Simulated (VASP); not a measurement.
# Mo (Im-3m) in VASP: further runs

Aim: see how the results for Mo move with the level of theory and the settings. Levels: PBE0, PBE. Tasks: single point, relaxation of cell and atoms.

All numbers are computed with VASP 6.6.1; they aren't measurements. Logs are shortened: lines on timing, memory, paths and dates and some standing lists are left out, and cuts for length are marked.

### 1 The cell of the first run

Symmetry: Im-3m, No. 229, cubic system. Conventional cell: a = 3.168 Å, b = 3.168 Å, c = 3.168 Å, α = 90.00°, β = 90.00°, γ = 90.00°. Mo (site symmetry m-3m) has 14 Mo at 2.74 to 3.17 Å within 3.6 Å.

### 2 Single point, PBE0

POSCAR reads:

```
Mo
1.0
   -1.5838089719      1.5838089719      1.5838089719
    1.5838089719     -1.5838089719      1.5838089719
    1.5838089719      1.5838089719     -1.5838089719
Mo
1
Direct
    0.0000000000      0.0000000000      0.0000000000
```

INCAR.step1 reads:

```
SYSTEM = Mo
  PREC = Accurate
  ENCUT = 520
  EDIFF = 1E-5
  ISMEAR = -1
  SIGMA = 0.05
  LREAL = .False.
  LASPH = .True.
  NELM = 60
  ALGO = Normal
  ISIF = 2
  LWAVE = .True.
  NBANDS = 13
  GGA = PE
```

INCAR.step2 reads:

```
SYSTEM = Mo
  PREC = Accurate
  ENCUT = 520
  EDIFF = 1E-6
  ISMEAR = -1
  SIGMA = 0.05
  LREAL = .False.
  LASPH = .True.
  NELM = 60
  ALGO = Normal
  ISIF = 2
  LWAVE = .False.
  LCHARG = .True.
  GGA = PE
  LHFCALC = .True.
  AEXX = 0.25
  PRECFOCK = Normal
  LELF = .True.
  LVHAR = .True.
  NBANDS = 13
  ISTART = 1
```

KPOINTS reads:

```
Automatic mesh
0
Gamma
  8 8 8
  0 0 0
```

Potentials or basis: VASP PAW PBE potentials, release 64 (Mo_sv).

On the command line:

```sh
$ cat potpaw_PBE.64/Mo_sv/POTCAR > POTCAR
$ cp INCAR.step1 INCAR
$ mpirun -np 1 vasp_std > vasp.out
$ cp INCAR.step2 INCAR
$ mpirun -np 1 vasp_std > vasp.out
```

OUTCAR:

```text
SYSTEM = Mo
   PREC = Accurate
   ENCUT = 520
   EDIFF = 1E-6
   ISMEAR = -1
   LREAL = .False.
   LASPH = .True.
   NELM = 60
   ISIF = 2
   GGA = PE
   LHFCALC = .True.
   AEXX = 0.25
   PRECFOCK = Normal
   ISTART = 1

 ion  position               nearest neighbor table
   1  0.000  0.000  0.000-

  LATTYP: Found a body centered cubic cell.
 ALAT       =     3.1676179438

  Lattice vectors:

 A1 = (  -1.5838089719,   1.5838089719,   1.5838089719)
 A2 = (   1.5838089719,  -1.5838089719,   1.5838089719)
 A3 = (   1.5838089719,   1.5838089719,  -1.5838089719)

Analysis of symmetry for initial positions (statically):
=====================================================================
 Subroutine PRICEL returns:
 Original cell was already a primitive cell.

 Routine SETGRP: Setting up the symmetry group for a
 body centered cubic supercell.

 Subroutine GETGRP returns: Found 48 space group operations
 (whereof 48 operations were pure point group operations)
 out of a pool of 48 trial point group operations.

The static configuration has the point symmetry O_h .

Analysis of symmetry for dynamics (positions and initial velocities):
=====================================================================
 Subroutine PRICEL returns:
 Original cell was already a primitive cell.

 Routine SETGRP: Setting up the symmetry group for a
 body centered cubic supercell.

 Subroutine GETGRP returns: Found 48 space group operations
 (whereof 48 operations were pure point group operations)
 out of a pool of 48 trial point group operations.

The dynamic configuration has the point symmetry O_h .

 Subroutine INISYM returns: Found 48 space group operations
 (whereof 48 operations are pure point group operations),
 and found     1 'primitive' translations

----------------------------------------------------------------------------------------

                                     Primitive cell

  volume of cell :      15.8916

  direct lattice vectors                    reciprocal lattice vectors
    -1.583808972  1.583808972  1.583808972     0.000000000  0.315694638  0.315694638
     1.583808972 -1.583808972  1.583808972     0.315694638  0.000000000  0.315694638
     1.583808972  1.583808972 -1.583808972     0.315694638  0.315694638  0.000000000

  length of vectors
     2.743237609  2.743237609  2.743237609     0.446459639  0.446459639  0.446459639

  position of ions in fractional coordinates (direct lattice)
     0.000000000  0.000000000  0.000000000

  ion indices of the primitive-cell ions
   primitive index   ion index
                 1           1

----------------------------------------------------------------------------------------

 KPOINTS: Automatic mesh

Automatic generation of k-mesh.
 Grid dimensions read from file:
 generate k-points for:    8    8    8

 Generating k-lattice:

  Cartesian coordinates                     Fractional coordinates (reciprocal lattice)
     0.000000000  0.039461830  0.039461830     0.125000000  0.000000000  0.000000000
     0.039461830  0.000000000  0.039461830     0.000000000  0.125000000  0.000000000
     0.039461830  0.039461830  0.000000000     0.000000000  0.000000000  0.125000000

  Length of vectors
     0.055807455  0.055807455  0.055807455

  Shift w.r.t. Gamma in fractional coordinates (k-lattice)
     0.000000000  0.000000000  0.000000000

 Subroutine IBZKPT returns following result:
 ===========================================

 Found     29 irreducible k-points:

 Following reciprocal coordinates:
            Coordinates               Weight
  0.000000  0.000000  0.000000      1.000000
  0.125000  0.000000  0.000000     12.000000
  0.250000  0.000000  0.000000     12.000000
  0.375000  0.000000  0.000000     12.000000
  0.500000  0.000000  0.000000      6.000000
  0.125000  0.125000  0.000000     24.000000
[... 16 lines left out ...]
 -0.250000  0.250000  0.250000      6.000000
 -0.375000  0.375000  0.250000     24.000000
 [... further k-points ...]
   k-points           NKPTS =     29   k-points in BZ     NKDIM =    512   number of bands    NBANDS=     13
   number of dos      NEDOS =    301   number of ions     NIONS =      1
   total plane-waves  NPLWV =   8000
   dimension x,y,z NGX =    20 NGY =   20 NGZ =   20
   dimension x,y,z NGXF=    40 NGYF=   40 NGZF=   40
   ions per type =               1
   NGX,Y,Z   is equivalent  to a cutoff of  12.12, 12.12, 12.12 a.u.
   NGXF,Y,Z  is equivalent  to a cutoff of  24.24, 24.24, 24.24 a.u.
 SYSTEM =  Mo
   PREC   = accura    normal or accurate (medium, high low for compatibility)
   ISTART =      1    job   : 0-new  1-cont  2-samecut
   ICHARG =      0    charge: 1-file 2-atom 10-const
   ISPIN  =      1    spin polarized calculation?
   LNONCOLLINEAR =      F non collinear calculations
   LSORBIT =      F    spin-orbit coupling
   LASPH  =      T    aspherical Exc in radial PAW
   ENCUT  =  520.0 eV  38.22 Ry    6.18 a.u.   5.10  5.10  5.10*2*pi/ulx,y,z
   NELM   =     60;   NELMIN=  2; NELMDL=  0     # of ELM steps
   EDIFF  = 0.1E-05   stopping-criterion for ELM
   LREAL  =      F    real-space projection
   EDIFFG = 0.1E-04   stopping-criterion for IOM
   NSW    =      0    number of steps for IOM
   IBRION =     -1    ionic relax: 0-MD 1-quasi-New 2-CG
   NFREE  =      0    steps in history (QN), initial steepest desc. (CG)
   ISIF   =      2    stress and relaxation
   ISYM   =      3    0-nonsym 1-usesym 2-fastsym
   POTIM  = 0.5000    time-step for ionic-motion
   TEBEG  =    0.0;   TEEND  =   0.0 temperature during run
   PSTRESS=    0.0 pullay stress
   NELECT =      14.0000    total number of electrons
   NUPDOWN=      -1.0000    fix difference up-down
   EMIN   =  10.00;   EMAX   =-10.00  energy-range for DOS
   EFERMI =   0.00;   METHOD = LEGACY
   ISMEAR =    -1;   SIGMA  =   0.05  broadening in eV -4-tet -1-fermi 0-gaus
   EFERMI_NEDOS =   21; number of points for ismear=-14 and -15
   IALGO  =     38    algorithm
   IMIX   =      1    mixing-type and parameters
     AMIX     =   0.40;   BMIX     =  1.00
     AMIX_MAG =   1.60;   BMIX_MAG =  1.00
  volume/ion in A,a.u.               =      15.89       107.24
  Fermi-wavevector in a.u.,A,eV,Ry     =   1.569380  2.965698 33.510508  2.462953
  Thomas-Fermi vector in A             =   2.671271
   LORBIT       =      0    0 simple, 1 ext, 2 COOP (PROOUT), +10 PAW based schemes
   GGA     = PE    functional components
   LHFCALC =     T    Hartree Fock is set to
   PRECFOCK=normal    Normal, Fast or Accurate (Low or Medium for compatibility)
   ENCUT4O =  -1.0   cutoff for four orbital integrals eV
   NKREDX  =     1    reduce k-point grid by
   NKREDY  =     1    reduce k-point grid by
   NKREDZ  =     1    reduce k-point grid by
   AEXX    =    0.2500 exact exchange contribution
   HFSCREEN=    0.0000 screening length (either q_TF or 0.3 A-1)
   HFSCREENC=   0.0000 screening length for correlation (either q_TF or 0.3 A-1)
   ENCUTFOCK=  -1.0 apply spherical cutoff to Coloumb kernel
   IVDW    =     0    specifies the selected vdW correction
   LEPSILON=     F    determine dielectric tensor
   LRPA    =     F    only Hartree local field effects (RPA)
 non-spin polarized calculation
  energy-cutoff  :      520.00
  volume of cell :       15.89
 maximum number of plane-waves:       439
  NGX = 16; NGY = 16; NGZ = 16

 number of electron      14.0000005 magnetization

 Free energy of the ion-electron system (eV)
  ---------------------------------------------------
  ext. energy  EPLUGINS =         0.00000000
  ---------------------------------------------------
  free energy    TOTEN  =       -14.05681778 eV

  energy without entropy =      -14.05681489  energy(sigma->0) =      -14.05681633

 E-fermi :  12.0852     XC(G=0): -10.4438

 val. band max:       11.5906070725   @ k =   0.3750   0.0000   0.0000
 cond. band min:      12.6160637886   @ k =  -0.2500   0.2500   0.1250
 fundamental gap:      1.0254567161
 Fermi energy:        12.0851512165

 k-point     1 :       0.0000    0.0000    0.0000
  band No.  band energies     occupation
      1     -53.7521      2.00000
      2     -25.5041      2.00000
      3     -25.5041      2.00000
      4     -25.5041      2.00000
      5       3.4319      2.00000
      6      10.1868      2.00000
      7      10.1868      2.00000
      8      10.1868      2.00000
      9      15.0439      0.00000
     10      15.0439      0.00000
     11      28.3051      0.00000
     12      28.3051      0.00000
     13      28.3051      0.00000

 k-point     2 :       0.1250    0.0000    0.0000
  band No.  band energies     occupation
      1     -53.7119      2.00000
      2     -25.7410      2.00000
      3     -25.5760      2.00000
      4     -25.5026      2.00000
      5       4.1634      2.00000
      6       9.7658      2.00000
      7      10.1267      2.00000
      8      11.0511      2.00000
      9      14.4988      0.00000
     10      15.0284      0.00000
     11      28.7543      0.00000
     12      29.4948      0.00000
     13      29.5258      0.00000

 k-point     3 :       0.2500    0.0000    0.0000
  band No.  band energies     occupation
      1     -53.6136      2.00000
      2     -26.2920      2.00000
      3     -25.7450      2.00000
      4     -25.4997      2.00000
      5       5.6528      2.00000
      6       8.8685      2.00000
      7       9.9902      2.00000
      8      13.7181      0.00000
      9      14.3025      0.00000
     10      15.1147      0.00000
     11      28.3183      0.00000
     12      29.7459      0.00000
     13      32.6155      0.00000
[... 305 lines left out ...]
 k-point    23 :      -0.2500    0.2500    0.2500
  band No.  band energies     occupation
      1     -53.4948      2.00000
      2     -26.3125      2.00000
      3     -26.0054      2.00000
      4     -26.0054      2.00000
      5       7.3985      2.00000
      6       9.2024      2.00000
      7      11.2099      2.00000
      8      11.2099      2.00000
      9      13.4504      0.00000
     10      16.7156      0.00000
     11      28.7448      0.00000
     12      32.0191      0.00000
     13      32.2303      0.00000

 k-point    24 :      -0.3750    0.3750    0.2500
  band No.  band energies     occupation
      1     -53.4096      2.00000
      2     -26.6201      2.00000
      3     -26.1822      2.00000
      4     -26.0452      2.00000
      5       7.4296      2.00000
      6       8.0797      2.00000
      7      11.1481      2.00000
      8      12.7841      0.00000
      9      15.7927      0.00000
     10      18.1542      0.00000
     11      27.2771      0.00000
     12      29.3455      0.00000
     13      30.5176      0.00000

 [... further k-points ...]

------------------------ aborting loop because EDIFF is reached ----------------------------------------

  FORCE on cell =-STRESS in cart. coord.  units (eV):
  Direction    XX          YY          ZZ          XY          YZ          ZX
  --------------------------------------------------------------------------------------
  -------------------------------------------------------------------------------------
  Total       -0.5999714     -0.5999714     -0.5999714      0.0000000      0.0000000     -0.0000000
  in kB      -60.4884854    -60.4884854    -60.4884854      0.0000000      0.0000000     -0.0000000
  external PRESSURE =     -60.4884854 kB  Pullay stress =       0.0000000 kB

 VOLUME and BASIS-vectors are now :
 -----------------------------------------------------------------------------
  energy-cutoff  :      520.00
  volume of cell :       15.89
      direct lattice vectors                 reciprocal lattice vectors
    -1.583808972  1.583808972  1.583808972     0.000000000  0.315694638  0.315694638
     1.583808972 -1.583808972  1.583808972     0.315694638  0.000000000  0.315694638
     1.583808972  1.583808972 -1.583808972     0.315694638  0.315694638  0.000000000

 POSITION                                       TOTAL-FORCE (eV/Angst)
 -----------------------------------------------------------------------------------
      0.00000      0.00000      0.00000         0.000000      0.000000     -0.000000
 -----------------------------------------------------------------------------------
    total drift:                                0.000000     -0.000000     -0.000000

  FREE ENERGIE OF THE ION-ELECTRON SYSTEM (eV)
  ---------------------------------------------------
  free  energy   TOTEN  =       -14.0568177783 eV

  energy  without entropy=      -14.0568148906  energy(sigma->0) =      -14.05681633
```

It took 64 min on 1 thread of Intel Xeon 8259CL, shared host; peak memory 0.15 GiB.

Results:

* Free energy: -14.0568 eV
* Pressure: -6.0 GPa
* Band gap on the k mesh: zero (bands 7 and 8 overlap by 6.85 eV)

Caveat: the cell stands under tension; the PAW data sets were made with another functional, which shifts forces and pressure a little.

### 3 Relaxation of cell and atoms, PBE, target pressure 30 GPa, at which the enthalpy is minimised

INCAR reads:

```
SYSTEM = Mo
PREC     = Accurate       ! precision mode
ENCUT    = 600            ! plane-wave cutoff, eV
EDIFF    = 1E-6           ! SCF threshold, eV
ISMEAR   = -1             ! smearing method
SIGMA    = 0.05           ! smearing width, eV
LREAL    = .False.        ! projectors in reciprocal space
LASPH    = .True.         ! aspherical terms in the spheres
NELM     = 100            ! most SCF steps
ALGO     = Normal         ! electronic algorithm
ISIF     = 3              ! what is computed and relaxed
LWAVE    = .False.        ! write WAVECAR
LCHARG   = .False.        ! write CHGCAR
GGA      = PE             ! functional
IBRION   = 2              ! ionic algorithm
NSW      = 60             ! ionic steps
EDIFFG   = -0.01          ! ionic threshold
PSTRESS  = 300.0
```

KPOINTS reads:

```
Automatic mesh
0
Gamma
  12 12 12
  0 0 0
```

POSCAR is that of step 2.

Potentials or basis: VASP PAW PBE potentials, release 64 (Mo_sv).

On the command line:

```sh
$ cat potpaw_PBE.64/Mo_sv/POTCAR > POTCAR
$ mpirun -np 1 vasp_std > vasp.out
```

Run time: 38 s. Hardware: 1 thread of Intel Xeon 8259CL, shared host; peak memory 0.17 GiB.

The run converged. Its results:

```
Free energy                                                : -10.8299 eV
Relaxed volume                                             : 14.39 Å³/atom
Relaxed cell                                               : a = 2.654 Å, b = 2.654 Å, c = 2.654 Å, α = 109.47°, β = 109.47°, γ = 109.47°
Space group after relaxing (to 0.1 Å)                      : Im-3m (No. 229)
Energy change on relaxing (the run minimises the enthalpy) : +121.4 meV/atom
Ionic steps                                                : 5
Pressure after relaxing                                    : 30.0 GPa
Band gap on the k mesh                                     : zero (bands 7 and 8 overlap by 6.01 eV)
```

The path:
| step | energy change (eV) | largest force (eV/Å) | pressure (GPa) | volume (Å³) |
| --- | --- | --- | --- | --- |
| 1 | 0.0000 | 0.0000 | -1.45 | 15.89 |
| 2 | 4.2228 | 0.0000 | 331.22 | 9.74 |
| 3 | 0.0787 | 0.0000 | 23.47 | 14.65 |
| 4 | 0.1068 | 0.0000 | 27.90 | 14.47 |
| 5 | 0.1214 | 0.0000 | 30.04 | 14.39 |

Final structure:
```
CELL_PARAMETERS angstrom
-1.53231 1.53231 1.53231
1.53231 -1.53231 1.53231
1.53231 1.53231 -1.53231
ATOMIC_POSITIONS crystal
Mo 0.00000 0.00000 0.00000
```

Levels at points of the mesh, in eV from the Fermi level:
```
           k point  band 4  band 5  band 6  band 7  band 8  band 9  band 10  band 11
(0.00, 0.00, 0.00)  -34.31   -7.43   -1.48   -1.48   -1.48    1.86     1.86    15.00
(0.50, 0.00, 0.00)  -34.33   -5.79   -3.76    1.95    2.04    2.65     5.41    12.18
(0.50, 0.50, 0.50)  -35.54   -6.06   -6.06    4.53    4.53    4.53     9.80     9.80
```

Caveat: the cell is relaxed towards a set pressure, so the run minimises the enthalpy, not the energy.
